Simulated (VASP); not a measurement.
RbAl4H5: single point with PBE

RbAl4H5:

```
CELL_PARAMETERS angstrom
-4.08652 4.08652 2.60082
4.08652 -4.08652 2.60082
4.08652 4.08652 -2.60082
ATOMIC_POSITIONS crystal
Rb 0.00000 0.00000 0.00000
Al 0.50000 0.50000 0.50000
Al 0.00000 0.00000 0.50000
Al 0.50000 0.00000 0.00000
Al 0.00000 0.50000 0.00000
H 0.50000 0.70516 0.20516
H 0.50000 0.29484 0.79484
H 0.70516 0.50000 0.20516
H 0.29484 0.50000 0.79484
H 0.50000 0.50000 0.00000
```

* Program: VASP 6.6.1
* Task: single point
* Functional: PBE
* Potentials or basis: VASP PAW PBE potentials, release 64 (Rb_sv, Al, H)
* Cutoff: 520 eV
* k mesh: 10 × 10 × 10
* Occupations: gaussian, width 0.1 eV
* Spin: no spin polarisation

The pressure is 0.0 GPa and the band gap on the k mesh is zero (band 13 reaches 3.13 eV, above the bottom of band 14 at 1.39 eV).

Levels at points of the mesh, in eV from the Fermi level:
```
           k point  band 10  band 11  band 12  band 13  band 14  band 15  band 16  band 17
(0.00, 0.00, 0.00)    -2.14    -1.36    -1.36    -1.34    -1.34     0.98     0.98     1.77
(0.50, 0.00, 0.00)    -3.21    -2.88    -2.34    -0.37     0.74     0.97     2.00     2.29
(0.50, 0.50, 0.00)    -2.05    -1.96    -1.54    -0.97    -0.96    -0.25     0.43     1.70
(0.50, 0.50, 0.50)    -1.72    -1.66    -1.42    -1.42    -0.44     0.17     0.32     1.33
```

Run time: 12 min on 1 thread of AMD EPYC 7R13 Processor (Zen 3) (shared host), peak memory 0.54 GiB.
